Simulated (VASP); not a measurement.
Wanted: the native input for a VASP 6.6.1 run.

* Task: single point
* Functional: PBEsol
* Potentials or basis: VASP PAW PBE potentials, release 64 (Zn, O_h)
* Cutoff: 910 eV
* k mesh: 12 × 12 × 6
* Occupations: gaussian, width 0.02 eV
* Spin: no spin polarisation
* Dipole correction: no
* Second run: hard_potentials
* Further INCAR settings: ALGO = Normal; EDIFF = 1e-06; NBANDS = 26

The structure of ZnO lies in POSCAR:

```
ZnO
1.0
    3.2300235076      0.0000000000      0.0000000000
   -1.6150117538      2.7972824125      0.0000000000
    0.0000000000      0.0000000000      5.2142972846
Zn O
2 2
Direct
    0.3333333333      0.6666666667      0.0015843128
    0.6666666667      0.3333333333      0.5015843128
    0.3333333333      0.6666666667      0.3805156872
    0.6666666667      0.3333333333      0.8805156872
```

The input as run:

INCAR

```
ALGO     = Normal         # electronic algorithm
EDIFF    = 1E-6           # SCF threshold, eV
ENCUT    = 910            # plane-wave cutoff, eV
GGA      = PS             # functional
GGA_COMPAT= F            
ISIF     = 2              # what is computed and relaxed
ISMEAR   = 0              # smearing method
LASPH    = T              # aspherical terms in the spheres
LCHARG   = T              # write CHGCAR
LELF     = T              # ELF
LREAL    = F              # projectors in reciprocal space
LVHAR    = T            
LWAVE    = F              # write WAVECAR
NBANDS   = 26             # bands
NELM     = 120            # most SCF steps
PREC     = Accurate       # precision mode
SIGMA    = 0.02           # smearing width, eV
```

KPOINTS

```
k-points
0
Gamma
  12 12 6
```

Potentials or basis: VASP PAW PBE potentials, release 64 (Zn, O_h).

The run is started by

```console
$ cat potpaw_PBE.64/Zn/POTCAR potpaw_PBE.64/O_h/POTCAR > POTCAR
$ mpirun -np 1 vasp_std > vasp.out
```

Results of the run:

The pressure is 0.6 GPa and the band gap on the k mesh is 0.69 eV, direct.

Caveat: the cutoff is under 1.25 times the usual one of these potentials, so pressure, stress and relaxed cells hold a basis-set (Pulay) error; the PAW data sets were made with another functional, which shifts forces and pressure a little.

It took 72 s on 1 thread of Intel(R) Xeon(R) 6975P-C (Granite Rapids) (shared host), peak memory 0.34 GiB.
